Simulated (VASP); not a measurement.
Wanted: the native input for a VASP 6.6.1 run.

```yaml
Task: single point
Functional: PBE
Potentials_or_basis: VASP PAW PBE potentials, release 64 (B)
Cutoff: 500 eV
k_mesh: 23 × 23 × 2
Occupations: fermi-dirac, width 0.1 eV
Spin: no spin polarisation
Dipole_correction: no
Further_INCAR_settings: ALGO = Normal; EDIFF = 1e-06; NBANDS = 14
```

The structure of B lies in POSCAR:

```
B
1.0
    1.7812202550      0.0000000000      0.0000000000
   -0.8906101275      1.5425819905      0.0000000000
    0.0000000000      0.0000000000     19.0339090834
B
4
Direct
    1.0000000000      1.0000000000      1.0000000000
    1.0000000000      1.0000000000      0.5000000000
    0.3333333333      0.6666666667      0.2500000000
    0.6666666667      0.3333333333      0.7500000000
```

This cell differs from its parent crystal: volume scaled by 1.12.

These files were run (other wordings do the same):

INCAR

```
ALGO = Normal
EDIFF = 1E-6
ENCUT = 500
GGA = PE
GGA_COMPAT = F
ISIF = 2
ISMEAR = -1
LASPH = T
LCHARG = F
LREAL = F
LWAVE = F
NBANDS = 14
NELM = 120
PREC = Accurate
SIGMA = 0.1
```

KPOINTS

```
k-points
0
Gamma
  23 23 2
```

Potentials or basis: VASP PAW PBE potentials, release 64 (B).

Command:

```sh
$ cat potpaw_PBE.64/B/POTCAR > POTCAR
$ mpirun -np 1 vasp_std > vasp.out
```

Results of the run:

```json
{
  "Pressure": "-14.1 GPa",
  "Band gap on the k mesh": "zero (band 6 reaches 5.75 eV, above the bottom of band 7 at -4.29 eV)"
}
```

Caveat: this functional lacks dispersion, which binds the layers, so the pressure and a relaxed spacing across them are unreliable.

It took 2.7 min on 1 thread of AMD EPYC 7R43 64-Core Processor (Zen 3) (shared host), peak memory 0.16 GiB.
